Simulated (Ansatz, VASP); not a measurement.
One calculation of Ga, two programs

The input INCAR:

```
ALGO = Normal
EDIFF = 1E-6
ENCUT = 520
GGA = PE
ISIF = 2
ISMEAR = -1
LASPH = True
LCHARG = False
LREAL = False
LWAVE = False
NBANDS = 20
NELM = 60
PREC = Accurate
SIGMA = 0.05
```

KPOINTS

```
k-points
0
Gamma
  8 8 7
```

The input POSCAR:

```
Ga
1.0
    1.4500000000     -4.0650000000      0.0000000000
    1.4500000000      4.0650000000      0.0000000000
    0.0000000000      0.0000000000      3.1383000000
Ga
2
Direct
    0.1330000000      0.8670000000      0.7500000000
    0.8670000000      0.1330000000      0.2500000000
```

The input input.yaml:

```yaml
crystal:
  lattice:
    - [1.45, -4.065, 0.0]
    - [1.45, 4.065, 0.0]
    - [0.0, 0.0, 3.1383]
  atoms:
    - { symbol: Ga, position: [0.133, 0.867, 0.75] }
    - { symbol: Ga, position: [0.867, 0.133, 0.25] }
hamiltonian:
  xc: pbe
  pseudopotentials: { kind: paw }
kpoints:
  mp_grid: { grid: [8, 8, 7] }
  band_path:
    path:
      - [[0.0, 0.0, 0.0], [0.2818093587, 0.2818093587, 0.0], [0.0, 0.5, 0.0], [0.0, 0.5, 0.5], [0.2818093587, 0.2818093587, 0.5], [0.0, 0.0, 0.5], [0.0, 0.0, 0.0], [-0.5, 0.5, 0.0], [-0.2818093587, 0.7181906413, 0.0], [-0.2818093587, 0.7181906413, 0.5], [-0.5, 0.5, 0.5], [-0.5, 0.5, 0.0]]
      - [[0.0, 0.0, 0.5], [-0.5, 0.5, 0.5]]
    npoints: 14
scf:
  occupations: { method: fermi_dirac, width: 0.05 }
  n_extra_bands: 6
output:
  forces: true
  stress: true
  eigenvalues: true
  fatbands: false
```

Alike in both runs: functional PBE; k mesh 8 × 8 × 7; occupations fermi-dirac, width 0.05 eV; no spin polarisation.

|  | VASP | Ansatz |
| --- | --- | --- |
| version | VASP 6.6.1 | Ansatz 0.2.0 |
| potentials or method | VASP PAW PBE potentials, release 64 (Ga_d) | Ansatz PAW |
| plane-wave cutoff (eV) | 520 | 420 |
| valence electrons in the cell | 26 | 26 |
| task | single point | band structure |

|  | VASP | Ansatz | Ansatz less VASP |
| --- | --- | --- | --- |
| gap on the k mesh at the Fermi level (eV) | none | none | - |
| pressure (GPa) | 2.1 | 2.1 | 0.00 |
| traceless stress, the component that is largest in VASP (GPa) | 1.43 | 1.40 | -0.035 |
| rms of the force components (eV/Å) | 0.151 | 0.150 | -0.0010 |

Atom by atom the forces differ by 0.001 eV/Å (rms over components). A gap of «none» marks a metal or a gap that the smearing closes. The functional is the same, so the differences come from potentials, cutoffs and numerics.
